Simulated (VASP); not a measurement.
HfO2, 6 atoms in the cell. It takes space group P4_2/nmc (No. 137, tetragonal). Conventional cell: a = 3.604 Å, b = 3.604 Å, c = 5.264 Å, α = 90.00°, β = 90.00°, γ = 90.00°. Hf (site symmetry -4m2) has 8 O at 2.07 to 2.42 Å within 2.7 Å. O (site symmetry 2mm) has 4 Hf at 2.07 to 2.42 Å and 6 O at 2.62 to 2.63 Å within 2.7 Å. 

```yaml
Program: VASP 6.6.1
Task: relaxation of cell and atoms
Functional: PBEsol
Potentials_or_basis: VASP PAW PBE potentials, release 64 (Hf_pv, O)
Cutoff: 600 eV
k_mesh: 6 × 6 × 4
Occupations: fermi-dirac, width 0.02 eV
Spin: no spin polarisation
Dipole_correction: no
Further_INCAR_settings: ALGO = Normal; EDIFF = 1e-07; IBRION = 2; EDIFFG = -0.005; NSW = 80; ISIF = 3
```

Potentials or basis: VASP PAW PBE potentials, release 64 (Hf_pv, O).

Command:

```console
$ cat potpaw_PBE.64/Hf_pv/POTCAR potpaw_PBE.64/O/POTCAR > POTCAR
$ mpirun -np 1 vasp_std > vasp.out
```

Hardware: 1 thread of Intel(R) Xeon(R) 6975P-C (Granite Rapids), with other jobs on the host.

Question: How long does it take, and how much memory?

Answer: Wall time 3.3 min on 1 thread of Intel(R) Xeon(R) 6975P-C (Granite Rapids), with other jobs on the host, peak memory 0.23 GiB. Counts: scf iterations 103, k points 30, ion steps 11.
